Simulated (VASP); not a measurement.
# Al (Fd-3m) in VASP: notebook

Al is run at these levels: LDA; tasks: single point.

Program: VASP 6.6.1. These are calculated values, not measurements. Logs are shortened: lines on timing, memory, paths and dates and some standing lists are left out, and cuts for length are marked.

## (1) The cell of the first run

The structure is cubic, space group Fd-3m (No. 227). Conventional cell: a = 4.988 Å, b = 4.988 Å, c = 4.988 Å, α = 90.00°, β = 90.00°, γ = 90.00°. Within 2.9 Å of Al (site symmetry -43m) lie 4 Al at 2.16 Å.

## (2) Single point, LDA

INCAR

```
SYSTEM = Al
PREC = Accurate ; ENCUT = 520
EDIFF = 1E-7 ; ISMEAR = 1
SIGMA = 0.1 ; LREAL = .False.
LASPH = .True. ; NELM = 100
ALGO = Normal ; ISIF = 2
LWAVE = .False. ; LCHARG = .False.
GGA = CA ; NBANDS = 10
```

KPOINTS

```
regular mesh
0
Gamma
  6 6 6
  0 0 0
```

POSCAR

```
Al
1.0
    0.0000000000      2.4939283175      2.4939283175
    2.4939283175      0.0000000000      2.4939283175
    2.4939283175      2.4939283175      0.0000000000
Al
2
Direct
    0.0000000000      0.0000000000      0.0000000000
    0.2500000000      0.2500000000      0.2500000000
```

Potentials or basis: VASP PAW LDA potentials, release 64 (Al).

On the command line:

```bash
$ cat potpaw_LDA.64/Al/POTCAR > POTCAR
$ mpirun -np 1 vasp_std > vasp.out
```

OUTCAR:

```text
SYSTEM = Al
   PREC = Accurate
   ENCUT = 520
   EDIFF = 1E-7
   ISMEAR = 1
   LREAL = .False.
   LASPH = .True.
   NELM = 100
   ISIF = 2
   GGA = CA

 ion  position               nearest neighbor table
   1  0.000  0.000  0.000-   2 2.16   2 2.16   2 2.16   2 2.16
   2  0.250  0.250  0.250-   1 2.16   1 2.16   1 2.16   1 2.16

  LATTYP: Found a face centered cubic cell.
 ALAT       =     4.9878566350

  Lattice vectors:

 A1 = (   0.0000000000,   2.4939283175,   2.4939283175)
 A2 = (   2.4939283175,   0.0000000000,   2.4939283175)
 A3 = (   2.4939283175,   2.4939283175,   0.0000000000)

Analysis of symmetry for initial positions (statically):
=====================================================================
 Subroutine PRICEL returns:
 Original cell was already a primitive cell.

 Routine SETGRP: Setting up the symmetry group for a
 face centered cubic supercell.

 Subroutine GETGRP returns: Found 48 space group operations
 (whereof 24 operations were pure point group operations)
 out of a pool of 48 trial point group operations.

The static configuration has the point symmetry T_d .
 The point group associated with its full space group is O_h .

Analysis of symmetry for dynamics (positions and initial velocities):
=====================================================================
 Subroutine PRICEL returns:
 Original cell was already a primitive cell.

 Routine SETGRP: Setting up the symmetry group for a
 face centered cubic supercell.

 Subroutine GETGRP returns: Found 48 space group operations
 (whereof 24 operations were pure point group operations)
 out of a pool of 48 trial point group operations.

The dynamic configuration has the point symmetry T_d .
 The point group associated with its full space group is O_h .

 Subroutine INISYM returns: Found 48 space group operations
 (whereof 24 operations are pure point group operations),
 and found     1 'primitive' translations

----------------------------------------------------------------------------------------

                                     Primitive cell

  volume of cell :      31.0229

  direct lattice vectors                    reciprocal lattice vectors
     0.000000000  2.493928317  2.493928317    -0.200486917  0.200486917  0.200486917
     2.493928317  0.000000000  2.493928317     0.200486917 -0.200486917  0.200486917
     2.493928317  2.493928317  0.000000000     0.200486917  0.200486917 -0.200486917

  length of vectors
     3.526947250  3.526947250  3.526947250     0.347253527  0.347253527  0.347253527

  position of ions in fractional coordinates (direct lattice)
     0.000000000  0.000000000  0.000000000
     0.250000000  0.250000000  0.250000000

  ion indices of the primitive-cell ions
   primitive index   ion index
                 1           1
                 2           2

----------------------------------------------------------------------------------------

 KPOINTS: regular mesh

Automatic generation of k-mesh.
 Grid dimensions read from file:
 generate k-points for:    6    6    6

 Generating k-lattice:

  Cartesian coordinates                     Fractional coordinates (reciprocal lattice)
    -0.033414486  0.033414486  0.033414486     0.166666667  0.000000000  0.000000000
     0.033414486 -0.033414486  0.033414486     0.000000000  0.166666667  0.000000000
     0.033414486  0.033414486 -0.033414486     0.000000000  0.000000000  0.166666667

  Length of vectors
     0.057875588  0.057875588  0.057875588

  Shift w.r.t. Gamma in fractional coordinates (k-lattice)
     0.000000000  0.000000000  0.000000000

 Subroutine IBZKPT returns following result:
 ===========================================

 Found     16 irreducible k-points:

 Following reciprocal coordinates:
            Coordinates               Weight
  0.000000  0.000000  0.000000      1.000000
  0.166667  0.000000  0.000000      8.000000
  0.333333  0.000000  0.000000      8.000000
  0.500000  0.000000  0.000000      4.000000
  0.166667  0.166667  0.000000      6.000000
  0.333333  0.166667  0.000000     24.000000
[... 8 lines left out ...]
 -0.333333  0.333333  0.166667     24.000000
 -0.333333  0.500000  0.166667     12.000000
   k-points           NKPTS =     16   k-points in BZ     NKDIM =     16   number of bands    NBANDS=     10
   number of dos      NEDOS =    301   number of ions     NIONS =      2
   total plane-waves  NPLWV =  21952
   dimension x,y,z NGX =    28 NGY =   28 NGZ =   28
   dimension x,y,z NGXF=    56 NGYF=   56 NGZF=   56
   ions per type =               2
   NGX,Y,Z   is equivalent  to a cutoff of  13.20, 13.20, 13.20 a.u.
   NGXF,Y,Z  is equivalent  to a cutoff of  26.40, 26.40, 26.40 a.u.
 SYSTEM =  Al
   PREC   = accura    normal or accurate (medium, high low for compatibility)
   ISTART =      0    job   : 0-new  1-cont  2-samecut
   ICHARG =      2    charge: 1-file 2-atom 10-const
   ISPIN  =      1    spin polarized calculation?
   LNONCOLLINEAR =      F non collinear calculations
   LSORBIT =      F    spin-orbit coupling
   LASPH  =      T    aspherical Exc in radial PAW
   ENCUT  =  520.0 eV  38.22 Ry    6.18 a.u.   6.56  6.56  6.56*2*pi/ulx,y,z
   NELM   =    100;   NELMIN=  2; NELMDL= -5     # of ELM steps
   EDIFF  = 0.1E-06   stopping-criterion for ELM
   LREAL  =      F    real-space projection
   EDIFFG = 0.1E-05   stopping-criterion for IOM
   NSW    =      0    number of steps for IOM
   IBRION =     -1    ionic relax: 0-MD 1-quasi-New 2-CG
   NFREE  =      0    steps in history (QN), initial steepest desc. (CG)
   ISIF   =      2    stress and relaxation
   ISYM   =      2    0-nonsym 1-usesym 2-fastsym
   POTIM  = 0.5000    time-step for ionic-motion
   TEBEG  =    0.0;   TEEND  =   0.0 temperature during run
   PSTRESS=    0.0 pullay stress
   NELECT =       6.0000    total number of electrons
   NUPDOWN=      -1.0000    fix difference up-down
   EMIN   =  10.00;   EMAX   =-10.00  energy-range for DOS
   EFERMI =   0.00;   METHOD = LEGACY
   ISMEAR =     1;   SIGMA  =   0.10  broadening in eV -4-tet -1-fermi 0-gaus
   EFERMI_NEDOS =   21; number of points for ismear=-14 and -15
   IALGO  =     38    algorithm
   IMIX   =      4    mixing-type and parameters
     AMIX     =   0.40;   BMIX     =  1.00
     AMIX_MAG =   1.60;   BMIX_MAG =  1.00
  volume/ion in A,a.u.               =      15.51       104.68
  Fermi-wavevector in a.u.,A,eV,Ry     =   0.946741  1.789081 12.195159  0.896319
  Thomas-Fermi vector in A             =   2.074768
   LORBIT       =      0    0 simple, 1 ext, 2 COOP (PROOUT), +10 PAW based schemes
   GGA     = CA    functional components
   LHFCALC =     F    Hartree Fock is set to
   AEXX    =    0.0000 exact exchange contribution
   IVDW    =     0    specifies the selected vdW correction
   LEPSILON=     F    determine dielectric tensor
   LRPA    =     F    only Hartree local field effects (RPA)
 non-spin polarized calculation
 Methfessel and Paxton  Order N= 1 SIGMA  =   0.10
  energy-cutoff  :      520.00
  volume of cell :       31.02
 maximum number of plane-waves:       869
 NGX is ok and might be reduce to    28
   NGX = 13   NGY = 13   NGZ = 13

 number of electron       6.0000000 magnetization

 Free energy of the ion-electron system (eV)
  ---------------------------------------------------
  ext. energy  EPLUGINS =         0.00000000
  ---------------------------------------------------
  free energy    TOTEN  =        -4.04652214 eV

  energy without entropy =       -4.04447656  energy(sigma->0) =       -4.04584028

 E-fermi :   7.3430     XC(G=0): -10.3596

 val. band max:        7.2698706632   @ k =   0.5000   0.3333   0.0000
 cond. band min:       7.3580260918   @ k =   0.5000   0.1667   0.0000
 fundamental gap:      0.0881554287
 Fermi energy:         7.3429671152

 k-point     1 :       0.0000    0.0000    0.0000
  band No.  band energies     occupation
      1      -3.4007      2.00000
      2      10.8465      0.00000
      3      10.8465      0.00000
      4      10.8465      0.00000
      5      12.5898      0.00000
      6      12.5898      0.00000
      7      12.5898      0.00000
      8      16.6595      0.00000
      9      16.6595      0.00000
     10      18.8128      0.00000

 k-point     2 :       0.1667    0.0000    0.0000
  band No.  band energies     occupation
      1      -2.9233      2.00000
      2       7.8929     -0.00000
      3      10.1875      0.00000
      4      10.1875      0.00000
      5      13.4233      0.00000
      6      13.4952      0.00000
      7      13.4952      0.00000
      8      15.7760      0.00000
      9      15.7760      0.00000
     10      18.5122      0.00000

 k-point     3 :       0.3333    0.0000    0.0000
  band No.  band energies     occupation
      1      -1.5236      2.00000
      2       4.1804      2.00000
      3       9.6282      0.00000
      4       9.6282      0.00000
      5      12.8453      0.00000
      6      12.8453      0.00000
      7      13.4167      0.00000
      8      17.1410      0.00000
      9      17.5935      0.00000
     10      17.5935      0.00000

 k-point     4 :       0.5000    0.0000    0.0000
  band No.  band energies     occupation
      1       0.2003      2.00000
      2       1.6405      2.00000
      3       9.4845      0.00000
      4       9.4845      0.00000
      5      12.2777      0.00000
      6      12.2777      0.00000
      7      13.3906      0.00000
      8      16.4846      0.00000
      9      20.2366      0.00000
     10      20.2366      0.00000

 k-point     5 :       0.1667    0.1667    0.0000
  band No.  band energies     occupation
      1      -2.7638      2.00000
      2       8.9746     -0.00000
      3       8.9746     -0.00000
      4       9.3680      0.00000
      5      11.3589      0.00000
      6      13.2828      0.00000
      7      15.2013      0.00000
      8      15.2013      0.00000
      9      17.3085      0.00000
     10      20.6129      0.00000

 k-point     6 :       0.3333    0.1667    0.0000
  band No.  band energies     occupation
      1      -1.6670      2.00000
      2       5.6873      2.00000
      3       8.3111     -0.00000
      4       8.4913     -0.00000
      5      11.2535      0.00000
      6      13.2515      0.00000
      7      15.3572      0.00000
      8      16.0122      0.00000
      9      18.7940      0.00000
     10      19.9869      0.00000
[... 79 lines left out ...]
 k-point    13 :       0.5000    0.5000    0.0000
  band No.  band energies     occupation
      1       2.1333      2.00000
      2       2.1333      2.00000
      3       6.8767      2.00000
      4       6.8767      2.00000
      5       9.3376     -0.00000
      6       9.3376     -0.00000
      7      21.1517      0.00000
      8      21.1517      0.00000
      9      22.4737      0.00000
     10      22.4737      0.00000

 k-point    14 :       0.5000    0.3333    0.1667
  band No.  band energies     occupation
      1      -0.2919      2.00000
      2       4.9328      2.00000
      3       5.5002      2.00000
      4       7.2569      2.00785
      5      12.6918      0.00000
      6      12.7705      0.00000
      7      14.7848      0.00000
      8      18.0632      0.00000
      9      20.0844      0.00000
     10      21.6640      0.00000

 k-point    15 :      -0.3333    0.3333    0.1667
  band No.  band energies     occupation
      1       1.4228      2.00000
      2       2.7161      2.00000
      3       5.3143      2.00000
      4       6.3867      2.00000
      5      12.7016      0.00000
      6      13.7401      0.00000
      7      15.9021      0.00000
      8      17.3247      0.00000
      9      19.4262      0.00000
     10      21.8702      0.00000

 k-point    16 :      -0.3333    0.5000    0.1667
  band No.  band energies     occupation
      1       2.5549      2.00000
      2       2.5549      2.00000
      3       5.1174      2.00000
      4       5.1174      2.00000
      5      12.2514      0.00000
      6      12.2514      0.00000
      7      17.3939      0.00000
      8      17.3939      0.00000
      9      22.1990      0.00000
     10      22.1990      0.00000

------------------------ aborting loop because EDIFF is reached ----------------------------------------

  FORCE on cell =-STRESS in cart. coord.  units (eV):
  Direction    XX          YY          ZZ          XY          YZ          ZX
  --------------------------------------------------------------------------------------
  -------------------------------------------------------------------------------------
  Total       11.7218259     11.7218259     11.7218259     -0.0000000      0.0000000     -0.0000000
  in kB      605.3742647    605.3742647    605.3742647     -0.0000000      0.0000000     -0.0000000
  external PRESSURE =     605.3742647 kB  Pullay stress =       0.0000000 kB

 VOLUME and BASIS-vectors are now :
 -----------------------------------------------------------------------------
  energy-cutoff  :      520.00
  volume of cell :       31.02
      direct lattice vectors                 reciprocal lattice vectors
     0.000000000  2.493928317  2.493928317    -0.200486917  0.200486917  0.200486917
     2.493928317  0.000000000  2.493928317     0.200486917 -0.200486917  0.200486917
     2.493928317  2.493928317  0.000000000     0.200486917  0.200486917 -0.200486917

 POSITION                                       TOTAL-FORCE (eV/Angst)
 -----------------------------------------------------------------------------------
      0.00000      0.00000      0.00000        -0.000000     -0.000000     -0.000000
      1.24696      1.24696      1.24696         0.000000      0.000000      0.000000
 -----------------------------------------------------------------------------------
    total drift:                                0.000000      0.000000     -0.000000

  FREE ENERGIE OF THE ION-ELECTRON SYSTEM (eV)
  ---------------------------------------------------
  free  energy   TOTEN  =        -4.0465221380 eV

  energy  without entropy=       -4.0444765575  energy(sigma->0) =       -4.04584028
```

Wall time 4.7 s (1 thread of AMD EPYC 9R45 (Zen 5), shared host); peak memory 0.09 GiB.

What came out:

```yaml
Free_energy: -4.0465 eV
Pressure: 60.5 GPa
Band_gap_on_the_k_mesh: zero (band 3 reaches 10.85 eV, above the bottom of band 4 at 5.12 eV)
```

Levels at points of the mesh, in eV from the Fermi level:
| k point | band 1 | band 2 | band 3 | band 4 | band 5 |
| --- | --- | --- | --- | --- | --- |
| (0.00, 0.00, 0.00) | -10.74 | 3.50 | 3.50 | 3.50 | 5.25 |
| (0.50, 0.00, 0.00) | -7.14 | -5.70 | 2.14 | 2.14 | 4.93 |
| (0.50, 0.50, 0.00) | -5.21 | -5.21 | -0.47 | -0.47 | 1.99 |

Caveat: the k points lie up to 0.36 Å⁻¹ apart.

## (3) Single point, LDA

This run uses another cell than the first one, of 17.23 Å³/atom, 1.111 times its volume.

INCAR

```
  ALGO = Normal
  EDIFF = 1E-6
  ENCUT = 520
  ISIF = 2
  ISMEAR = 1
  LASPH = T
  LCHARG = F
  LREAL = F
  LWAVE = F
  NBANDS = 10
  NELM = 80
  PREC = Accurate
  SIGMA = 0.1
```

KPOINTS

```
k-points
0
Gamma
  6 6 6
```

POSCAR

```
Al
1.0
    0.0000000000      2.5830567309      2.5830567309
    2.5830567309      0.0000000000      2.5830567309
    2.5830567309      2.5830567309      0.0000000000
Al
2
Direct
    0.0000000000      0.0000000000      0.0000000000
    0.2500000000      0.2500000000      0.2500000000
```

Potentials or basis: VASP PAW LDA potentials, release 64 (Al).

On the command line:

```bash
$ cat potpaw_LDA.64/Al/POTCAR > POTCAR
$ mpirun -np 1 vasp_std > vasp.out
```

Wall time 6.1 s (1 thread of AMD EPYC 9R45 (Zen 5), shared host); peak memory 0.09 GiB.

It converged, with:

```
Free energy            : -5.1171 eV
Pressure               : 40.3 GPa
Band gap on the k mesh : zero (band 3 reaches 9.48 eV, above the bottom of band 4 at 4.28 eV)
```

Levels at points of the mesh, in eV from the Fermi level:
```
           k point  band 1  band 2  band 3  band 4  band 5  band 6
(0.00, 0.00, 0.00)  -10.08    3.24    3.24    3.24    5.03    5.03
(0.50, 0.00, 0.00)   -6.84   -5.24    1.92    1.92    4.91    4.91
(0.50, 0.50, 0.00)   -4.98   -4.98   -0.43   -0.43    2.07    2.07
```

[end of part 1 of 2]
